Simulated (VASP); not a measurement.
Runs of VASP 6.6.1 on In3Se. The structure is that of space group P4/mmm (No. 123), or close to it. The cells are those of the table. 

```tsv
cell	gap on the mesh (eV)	pressure (GPa)
a = 4.088, b = 4.088, c = 5.780 Å, 4 atoms	none	0.9
a = 5.150, b = 5.150, c = 3.641 Å, 4 atoms	none	-1.6
a = 4.843, b = 4.843, c = 4.117 Å, 4 atoms	none	(a)
a = 4.317, b = 4.317, c = 5.181 Å, 4 atoms	none	-0.1
```

Alike in all rows: task single point; level PBEsol+D3(BJ); potentials or basis VASP PAW PBE potentials, release 64 (In_d, Se); no spin polarisation; k mesh 12 × 12 × 12; cutoff (eV) 520; smearing gaussian 0.15 eV.

Fill in the values left out.

(a) -0.5.

Caveats: the PAW data sets were made with another functional, which shifts forces and pressure a little; spin-orbit coupling is left out, which moves the levels of the heavy elements; the stress differs along the axes, from -2 to 3 GPa (at least some runs).

A k mesh can miss the band edges, and the runs leave out spin-orbit coupling on In, Se.

A gap of «none» marks levels without a gap at the run's occupations.
